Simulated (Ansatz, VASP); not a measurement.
# One calculation of CdO, two programs

```
Cd O
1.0
     0.00000    2.25486    2.25486
     2.25486    0.00000    2.25486
     2.25486    2.25486    0.00000
Cd O
1 1
Direct
  0.00000 0.00000 0.00000
  0.50000 0.50000 0.50000
```

Alike in both runs: task single point; functional PBE; k mesh 16 × 16 × 16; occupations gaussian, width 0.1 eV; no spin polarisation.

|  | VASP | Ansatz |
| --- | --- | --- |
| version | VASP 6.6.1 | Ansatz 0.2.0 |
| potentials or method | VASP PAW PBE potentials, release 64 (Cd, O), cutoff 600 eV | scalar-relativistic, plane waves, PAW |
| valence electrons in the cell | 18 | 26 |

|  | VASP | Ansatz | Ansatz less VASP |
| --- | --- | --- | --- |
| gap on the k mesh at the Fermi level (eV) | none | none | - |
| pressure (GPa) | 33.7 | 31.3 | -2.45 |

A gap of «none» marks a metal or a gap that the smearing closes. Both programs put the cell under a high pressure, so it lies far from rest at this level. VASP's potentials hold 18 valence electrons a cell and Ansatz's 26, so a difference there can come from the potentials and not from the codes.
